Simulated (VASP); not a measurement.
Si: single point with r2SCAN

Si:

```xyz
4
Lattice="-3.3254 3.3254 1.9224 3.3254 -3.3254 1.9224 3.3254 3.3254 -1.9224" Properties=species:S:1:pos:R:3 pbc="T T T"
Si    1.2737    1.1936    0.0181
Si    2.1898    2.1503    1.8011
Si    2.1078   -2.1279    2.1466
Si   -2.2458    2.1094    1.8014
```

This cell differs from its parent crystal: atoms moved at random.

```json
{
 "Program": "VASP 6.6.1",
 "Task": "single point",
 "Functional": "r2SCAN",
 "Potentials or basis": "VASP PAW PBE potentials, release 64 (Si)",
 "Cutoff": "520 eV",
 "k mesh": "10 × 10 × 10",
 "Occupations": "gaussian, width 0.03 eV",
 "Spin": "no spin polarisation"
}
```

```json
{
 "Pressure": "3.5 GPa",
 "Largest force": "4.868 eV/Å",
 "Band gap on the k mesh": "zero (bands 8 and 9 overlap by 0.18 eV)"
}
```

Forces on the atoms (eV/Å):
```
Si  -1.248 -0.574 -1.662
Si  -1.380  0.373  1.956
Si   1.870 -1.200 -4.331
Si   0.758  1.402  4.037
```

Stress tensor (GPa, compression positive):
```
 5.97 -1.42 -2.93
-1.42  0.00  6.55
-2.93  6.55  4.52
```

Levels at points of the mesh, in eV from the Fermi level:
```
           k point  band 5  band 6  band 7  band 8  band 9  band 10  band 11  band 12
(0.00, 0.00, 0.00)   -4.54   -2.02   -1.38   -0.84    0.66     1.25     1.39     1.99
(0.50, 0.00, 0.00)   -4.74   -3.73   -2.91   -2.07    1.10     1.82     2.02     3.38
(0.50, 0.00, 0.50)   -4.62   -3.71   -3.10   -2.18    0.90     2.08     2.56     3.32
(0.00, 0.50, 0.50)   -5.22   -4.61   -2.50   -1.55    0.10     2.81     3.11     3.39
(0.00, 0.50, 0.00)   -4.92   -4.12   -2.89   -1.94    0.48     2.52     3.09     3.26
(0.50, 0.50, 0.00)   -3.43   -2.95   -2.05   -1.51    0.94     1.55     1.74     3.82
(0.00, 0.00, 0.50)   -3.37   -2.76   -2.13   -1.44    1.24     1.35     1.73     3.87
(0.50, 0.50, 0.50)   -3.34   -1.27   -0.55   -0.04    0.66     2.92     3.15     3.54
```

Wall time 65 min on 1 thread of Oxide Virtual Turin-like Processor, on a shared host, peak memory 0.57 GiB.

Caveat: the cell differs from its parent crystal (atoms moved at random); the stress differs along the axes, from -0 to 6 GPa; semilocal functionals underestimate gaps, and a narrow one can read as zero; the PAW data sets were made with another functional, which shifts forces and pressure a little.
